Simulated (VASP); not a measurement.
Write the native input for VASP 6.6.1 that does the following.

```yaml
Task: single point
Functional: PBE
Potentials_or_basis: VASP PAW PBE potentials, release 64 (Na_pv, Cl)
Cutoff: 520 eV
k_mesh: 8 × 8 × 8
Occupations: gaussian, width 0.02 eV
Spin: no spin polarisation
Dipole_correction: no
Further_INCAR_settings: ALGO = Normal; EDIFF = 1e-06; NBANDS = 14
```

The structure of NaCl lies in POSCAR:

```
NaCl
1.0
    0.0000000000      2.6022103644      2.6022103644
    2.6022103644      0.0000000000      2.6022103644
    2.6022103644      2.6022103644      0.0000000000
Na Cl
1 1
Direct
    0.0000000000      0.0000000000      0.0000000000
    0.5000000000      0.5000000000      0.5000000000
```

These files were run (other wordings do the same):

INCAR

```
ALGO = Normal
EDIFF = 1E-6
ENCUT = 520
GGA = PE
ISIF = 2
ISMEAR = 0
LASPH = T
LCHARG = F
LREAL = F
LWAVE = F
NBANDS = 14
NELM = 60
PREC = Accurate
SIGMA = 0.02
```

KPOINTS

```
k-points
0
Gamma
  8 8 8
```

Potentials or basis: VASP PAW PBE potentials, release 64 (Na_pv, Cl).

The run is started by

```bash
$ cat potpaw_PBE.64/Na_pv/POTCAR potpaw_PBE.64/Cl/POTCAR > POTCAR
$ mpirun -np 1 vasp_std > vasp.out
```

Results of the run:

- Pressure: 12.0 GPa
- Band gap on the k mesh: 6.22 eV

Caveat: the cell stands under pressure.

Wall time 17 s on 1 thread of Intel Xeon 8259CL, on a shared host, peak memory 0.15 GiB.
